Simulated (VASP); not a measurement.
Zn, 6 atoms in the cell. The cell holds a slab with vacuum, 6 atoms: a = 2.665 Å, b = 2.665 Å, c = 30.367 Å, α = 90.00°, β = 90.00°, γ = 120.00°. 

| Quantity | Value |
| --- | --- |
| Program | VASP 6.6.1 |
| Task | single point |
| Functional | PBE |
| Potentials or basis | VASP PAW PBE potentials, release 64 (Zn) |
| Cutoff | 520 eV |
| k mesh | 12 × 12 × 1 |
| Occupations | gaussian, width 0.1 eV |
| Spin | no spin polarisation |
| Dipole correction | yes |
| Further INCAR settings | ALGO = Normal; EDIFF = 1e-06; NBANDS = 45 |

Potentials or basis: VASP PAW PBE potentials, release 64 (Zn).

Launch:

```bash
$ cat potpaw_PBE.64/Zn/POTCAR > POTCAR
$ mpirun -np 1 vasp_std > vasp.out
```

Hardware: 1 thread of Intel(R) Xeon(R) 6975P-C (Granite Rapids) (shared host).

Task: Estimate the wall time of this run.

Result: Run time: 2.4 min on 1 thread of Intel(R) Xeon(R) 6975P-C (Granite Rapids) (shared host), peak memory 0.34 GiB. Counts: scf iterations 27, k points 19.
